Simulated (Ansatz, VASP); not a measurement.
**CdS in VASP and in Ansatz**

POSCAR

```
CdS
1.0
   -4.0423742092      4.0423742092      4.0423742092
    4.0423742092     -4.0423742092      4.0423742092
    4.0423742092      4.0423742092     -4.0423742092
Cd S
4 4
Direct
    0.3214674958      0.3214674958      0.3214674958
    0.0000000000      0.0000000000      0.6785325042
    0.0000000000      0.6785325042      0.0000000000
    0.6785325042      0.0000000000      0.0000000000
    0.6738324858      0.6738324858      0.6738324858
    0.0000000000      0.0000000000      0.3261675142
    0.0000000000      0.3261675142      0.0000000000
    0.3261675142      0.0000000000      0.0000000000
```

INCAR.step1

```
PREC = Accurate
ENCUT = 520
ISMEAR = 0
SIGMA = 0.02
LREAL = False
LASPH = True
NELM = 80
NBANDS = 46
GGA = PE
ALGO = Normal
EDIFF = 1E-4
LWAVE = True
LCHARG = False
```

Contents of INCAR.step2:

```
PREC = Accurate
ENCUT = 520
EDIFF = 1E-6
ISMEAR = 0
SIGMA = 0.02
LREAL = False
LASPH = True
NELM = 80
ALGO = Normal
ISIF = 2
LWAVE = False
LCHARG = False
METAGGA = R2SCAN
LMIXTAU = True
NBANDS = 46
ISTART = 1
```

Contents of KPOINTS:

```
regular mesh
0
Gamma
  6 6 6
```

Input for Ansatz:

```yaml
crystal:
  lattice:
    - [-4.0423742092, 4.0423742092, 4.0423742092]
    - [4.0423742092, -4.0423742092, 4.0423742092]
    - [4.0423742092, 4.0423742092, -4.0423742092]
  atoms:
    - { symbol: Cd, position: [0.3214674958, 0.3214674958, 0.3214674958] }
    - { symbol: Cd, position: [0.0, 0.0, 0.6785325042] }
    - { symbol: Cd, position: [0.0, 0.6785325042, 0.0] }
    - { symbol: Cd, position: [0.6785325042, 0.0, 0.0] }
    - { symbol: S, position: [0.6738324858, 0.6738324858, 0.6738324858] }
    - { symbol: S, position: [0.0, 0.0, 0.3261675142] }
    - { symbol: S, position: [0.0, 0.3261675142, 0.0] }
    - { symbol: S, position: [0.3261675142, 0.0, 0.0] }
basis:
  ecutwfc: 500
kpoints:
  mp_grid: { grid: [6, 6, 6] }
  band_path:
    path:
      - [[0.0, 0.0, 0.0], [0.5, -0.5, 0.5], [0.0, 0.0, 0.5], [0.0, 0.0, 0.0], [0.25, 0.25, 0.25], [0.5, -0.5, 0.5]]
      - [[0.25, 0.25, 0.25], [0.0, 0.0, 0.5]]
    npoints: 14
hamiltonian:
  xc: r2scan
scf:
  occupations: { method: gaussian, width: 0.02 }
  n_extra_bands: 20
output:
  forces: true
  stress: true
  eigenvalues: true
  populations: true
  dos: { projected: true, de: 0.02, nscf_kmesh: { grid: [9, 9, 9] } }
  bader: true
```

Alike in both runs: task single point; functional r2SCAN; k mesh 6 × 6 × 6; occupations gaussian, width 0.02 eV; no spin polarisation.

|  | VASP | Ansatz |
| --- | --- | --- |
| version | VASP 6.6.1 | Ansatz 0.2.0 |
| potentials or method | VASP PAW PBE potentials, release 64 (Cd, S), cutoff 520 eV | scalar-relativistic, plane waves, PAW |
| valence electrons in the cell | 72 | 104 |

Ansatz gave:

```
gap on the k mesh at the Fermi level (eV) : 1.95
least direct gap on the mesh (eV)         : 1.96
pressure (GPa)                            : -0.9
rms of the force components (eV/Å)        : 0.025
```

Task: Estimate VASP's values.

Result: gap on the k mesh at the Fermi level (eV): 1.94; least direct gap on the mesh (eV): 1.95; pressure (GPa): -0.7; rms of the force components (eV/Å): 0.023.

VASP's potentials were made for PBE, not for r2SCAN. Atom by atom the forces differ by 0.009 eV/Å (rms over components). The functional is the same, so the differences come from potentials, cutoffs and numerics. VASP's potentials hold 72 valence electrons a cell and Ansatz's 104, so a difference there can come from the potentials and not from the codes.
